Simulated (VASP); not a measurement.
SiC: single point with SVWN5

SiC:

```
CELL_PARAMETERS angstrom
3.01291 0.00000 0.00000
-1.50645 2.60925 0.00000
0.00000 0.00000 9.86507
ATOMIC_POSITIONS crystal
Si 0.00000 0.00000 0.18789
Si 0.00000 0.00000 0.68789
Si 0.33333 0.66667 0.43784
Si 0.66667 0.33333 0.93784
C 0.00000 0.00000 0.00046
C 0.00000 0.00000 0.50046
C 0.33333 0.66667 0.24980
C 0.66667 0.33333 0.74980
```

| Item | Value |
| --- | --- |
| Program | VASP 6.6.1 |
| Task | single point |
| Functional | SVWN5 |
| Potentials or basis | VASP PAW PBE potentials, release 64 (Si, C) |
| Cutoff | 520 eV |
| k mesh | 10 × 10 × 3 |
| Occupations | fermi-dirac, width 0.05 eV |
| Spin | no spin polarisation |

```json
{"Pressure": "12.6 GPa", "Largest force": "0.018 eV/Å", "Band gap on the k mesh": "2.19 eV, indirect (least direct gap 3.34 eV)"}
```

Forces in eV/Å, atoms in the order of the input:
```
Si   0.000  0.000  0.004
Si   0.000  0.000  0.004
Si   0.000  0.000 -0.018
Si   0.000  0.000 -0.018
C    0.000  0.000  0.000
C    0.000  0.000  0.000
C    0.000  0.000  0.013
C    0.000  0.000  0.013
```

Stress tensor (GPa, compression positive):
```
12.69  0.00  0.00
 0.00 12.69  0.00
 0.00  0.00 12.42
```

Levels at points of the mesh, in eV from the valence-band top:
```
           k point  band 14  band 15  band 16  band 17  band 18  band 19
(0.00, 0.00, 0.00)    -0.06     0.00     0.00     5.62     6.18     6.83
(0.50, 0.00, 0.00)    -2.30    -1.64    -1.15     2.19     2.35     4.32
```

Wall time 42 s on 1 thread of Intel(R) Xeon(R) Platinum 8488C (Sapphire Rapids) (shared host), peak memory 0.18 GiB.

Caveat: the PAW data sets were made with another functional, which shifts forces and pressure a little. A k mesh can miss the band edges.
